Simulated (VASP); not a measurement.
Runs of VASP 6.6.1 on Tl. The structure is that of space group P6_3/mmc (No. 194), or close to it. The cells are those of the table. 

| task | cell | k mesh | cutoff (eV) | gap on the mesh (eV) | pressure (GPa) |
| --- | --- | --- | --- | --- | --- |
| single point | a = 3.349, b = 3.349, c = 10.999 Å, angles 90.0, 90.0, 120.0°, 4 atoms | 15 × 15 × 4 | 520 | none | 4.0 |
| relaxation of cell and atoms | relaxed to 15 GPa from a = 3.194, b = 3.194, c = 10.483 Å, angles 90.0, 90.0, 120.0°, 4 atoms | 15 × 15 × 4 | 600 | none | 15.0 |
| single point | a = 3.456, b = 3.456, c = 11.463 Å, angles 90.0, 90.0, 120.0°, 4 atoms | 18 × 18 × 6 | 520 | none | -0.4 |
| single point | a = 3.312, b = 3.312, c = 10.877 Å, angles 90.0, 90.0, 120.0°, 4 atoms | 15 × 15 × 4 | 520 | none | 5.9 |
| single point | a = 3.524, b = 3.524, c = 11.573 Å, angles 90.0, 90.0, 120.0°, 4 atoms | 15 × 15 × 4 | 520 | none | -1.7 |
| single point | a = 3.568, b = 3.568, c = 11.716 Å, angles 90.0, 90.0, 120.0°, 4 atoms | 15 × 15 × 4 | 520 | none | (b) |
| single point | a = 3.421, b = 3.421, c = 11.235 Å, angles 90.0, 90.0, 120.0°, 4 atoms | 15 × 15 × 4 | 520 | none | (a) |

Alike in all rows: level PBE+D3(BJ); potentials or basis VASP PAW PBE potentials, release 64 (Tl_d); no spin polarisation; smearing gaussian 0.1 eV.

Question: Estimate the missing entries.

Answer: (a) 1.0; (b) -2.5.

Caveats: spin-orbit coupling is left out, which moves the levels of the heavy elements; the cell stands under pressure (at least some runs); the cell is relaxed towards a set pressure, so the run minimises the enthalpy, not the energy (at least some runs).

A k mesh can miss the band edges, and the runs leave out spin-orbit coupling on Tl.

A gap of «none» marks levels without a gap at the run's occupations.
